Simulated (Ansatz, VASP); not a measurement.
# One calculation of CdS, two programs

```
CELL_PARAMETERS angstrom
0.00000 2.96332 2.96332
2.96332 0.00000 2.96332
2.96332 2.96332 0.00000
ATOMIC_POSITIONS crystal
Cd 0.00000 0.00000 0.00000
S 0.25000 0.25000 0.25000
```

Alike in both runs: functional PBE; k mesh 8 × 8 × 8; occupations gaussian, width 0.02 eV; no spin polarisation.

Ansatz relaxed the structure, and its values are those at the end. VASP's run is a single point on that final structure, the one shown.

|  | VASP | Ansatz |
| --- | --- | --- |
| version | VASP 6.6.1 | Ansatz 0.2.0 |
| potentials or method | VASP PAW PBE potentials, release 64 (Cd, S) | scalar-relativistic, plane waves, norm-conserving pseudopotentials |
| plane-wave cutoff (eV) | 500 | 1071 |
| valence electrons in the cell | 18 | 26 |

```tsv
	VASP	Ansatz	Ansatz less VASP
gap on the k mesh at the Fermi level (eV)	1.04	1.04	-0.002
least direct gap on the mesh (eV)	1.04	1.04	-0.002
pressure (GPa)	0.3	0.0	-0.27
```

VASP's potentials hold 18 valence electrons a cell and Ansatz's 26, so a difference there can come from the potentials and not from the codes.
